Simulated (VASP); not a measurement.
A run of VASP 6.6.1:

Contents of INCAR:

```
SYSTEM = HfN
ALGO = Normal
EDIFF = 1E-6
ENCUT = 520
GGA = PS
ISIF = 2
ISMEAR = 1
LASPH = .True.
LCHARG = .False.
LREAL = .False.
LWAVE = .False.
NBANDS = 14
NELM = 100
PREC = Accurate
SIGMA = 0.15
```

The input KPOINTS:

```
k-points
0
Gamma
  10 10 10
  0 0 0
```

Contents of POSCAR:

```
HfN
1.0
    0.0000000000      2.4548220000      2.4548220000
    2.4548220000      0.0000000000      2.4548220000
    2.4548220000      2.4548220000      0.0000000000
Hf N
1 1
Direct
    0.0000000000      0.0000000000      0.0000000000
    0.7500000000      0.7500000000      0.7500000000
```

Potentials or basis: VASP PAW PBE potentials, release 64 (Hf_pv, N).

Run with:

```console
$ cat potpaw_PBE.64/Hf_pv/POTCAR potpaw_PBE.64/N/POTCAR > POTCAR
$ mpirun -np 1 vasp_std > vasp.out
```

Hardware: 1 thread of Intel(R) Xeon(R) Platinum 8488C (Sapphire Rapids), on a shared host.

**Question.** How long does it take, and how much memory?

**Answer.** Run time: 19 s on 1 thread of Intel(R) Xeon(R) Platinum 8488C (Sapphire Rapids) (shared host), peak memory 0.16 GiB. Counts: scf iterations 13, k points 47.
